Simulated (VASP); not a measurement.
A run of VASP 6.6.1:

File INCAR:

```
SYSTEM = AlN
PREC = Accurate ; ENCUT = 520
EDIFF = 1E-8 ; ISMEAR = -1
SIGMA = 0.02 ; LREAL = .FALSE.
LASPH = .TRUE. ; NELM = 80
ALGO = Normal ; ISIF = 2
LWAVE = .FALSE. ; LCHARG = .FALSE.
GGA = PE ; LEFG = .TRUE.
NBANDS = 11
```

Contents of KPOINTS:

```
regular mesh
0
G
  10 10 10
  0 0 0
```

File POSCAR:

```
AlN
1.0
    0.0000000000      2.0167941628      2.0167941628
    2.0167941628      0.0000000000      2.0167941628
    2.0167941628      2.0167941628      0.0000000000
Al N
1 1
Direct
    0.0000000000      0.0000000000      0.0000000000
    0.5000000000      0.5000000000      0.5000000000
```

Potentials or basis: VASP PAW PBE potentials, release 64 (Al, N).

Run with:

```bash
$ cat potpaw_PBE.64/Al/POTCAR potpaw_PBE.64/N/POTCAR > POTCAR
$ mpirun -np 1 vasp_std > vasp.out
```

Hardware: 1 thread of Intel(R) Xeon(R) Platinum 8488C (Sapphire Rapids), on a shared host.

Problem. How long does it take, and how much memory?

Solution. Run time: 5.5 s on 1 thread of Intel(R) Xeon(R) Platinum 8488C (Sapphire Rapids) (shared host), peak memory 0.13 GiB. Counts: scf iterations 16, k points 47.
